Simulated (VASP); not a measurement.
Runs of VASP 6.6.1 on KMgF3. The structure is that of space group Pm-3m (No. 221), or close to it. The cells are those of the table. 

```tsv
task	level	cell	cutoff (eV)	gap on the mesh (eV)	pressure (GPa)	relaxed volume (Å³/atom)
relaxation of cell and atoms	PBEsol+D4	relaxed from a = 3.986 Å, 5 atoms	600	7.24	0.0	(b)
relaxation of cell and atoms	PBEsol+D3(BJ)	relaxed from a = 3.986 Å, 5 atoms	600	7.38	0.0	12.30
single point	PBEsol	a = 3.986 Å, 5 atoms	520	(a)	-0.1	-
single point	PBEsol+D3(BJ)	a = 3.961 Å, 5 atoms	520	7.30	-0.7	-
```

Alike in all rows: no spin polarisation; k mesh 7 × 7 × 7; smearing fermi-dirac 0.05 eV.

Question: Estimate the missing entries.

Answer: (a) 7.16; (b) 12.53.

Caveats: the PAW data sets were made with another functional, which shifts forces and pressure a little; an odd mesh through Γ misses points on the zone boundary, where band edges can lie; three body term missing (at least some runs).
